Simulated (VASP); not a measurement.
Set up this calculation in VASP 6.6.1, as the native input.

```yaml
Task: single point
Functional: PBEsol
Potentials_or_basis: VASP PAW PBE potentials, release 64 (K_sv, I)
Cutoff: 520 eV
k_mesh: 6 × 6 × 4
Occupations: fermi-dirac, width 0.02 eV
Spin: no spin polarisation
Dipole_correction: no
Further_INCAR_settings: ALGO = Normal; EDIFF = 1e-07; NBANDS = 24
```

The structure of KI lies in POSCAR:

```
KI
1.0
    2.4190935778     -4.1900643533      0.0000000000
    2.4190935778      4.1900643533      0.0000000000
    0.0000000000      0.0000000000      8.5046881059
K I
2 2
Direct
    0.5000000000      0.5000000000      0.5000000000
    0.5000000000      0.5000000000      0.0000000000
    0.8333319587      0.1666680413      0.2500000000
    0.1666680413      0.8333319587      0.7500000000
```

The input as run:

INCAR

```
SYSTEM = KI
  PREC = Accurate
  ENCUT = 520
  EDIFF = 1E-7
  ISMEAR = -1
  SIGMA = 0.02
  LREAL = .FALSE.
  LASPH = .TRUE.
  NELM = 100
  ALGO = Normal
  ISIF = 2
  LWAVE = .FALSE.
  LCHARG = .FALSE.
  GGA = PS
  NBANDS = 24
```

KPOINTS

```
regular mesh
0
G
  6 6 4
  0 0 0
```

Potentials or basis: VASP PAW PBE potentials, release 64 (K_sv, I).

The run is started by

```sh
$ cat potpaw_PBE.64/K_sv/POTCAR potpaw_PBE.64/I/POTCAR > POTCAR
$ mpirun -np 1 vasp_std > vasp.out
```

It gave:

| Property | Result |
| --- | --- |
| Pressure | 0.0 GPa |
| Band gap on the k mesh | 3.78 eV |

Caveat: the PAW data sets were made with another functional, which shifts forces and pressure a little; spin-orbit coupling is left out, which moves the levels of the heavy elements.

Run time: 86 s on 1 thread of AMD EPYC 9R45 96-Core Processor (Zen 5), on a shared host, peak memory 0.31 GiB.
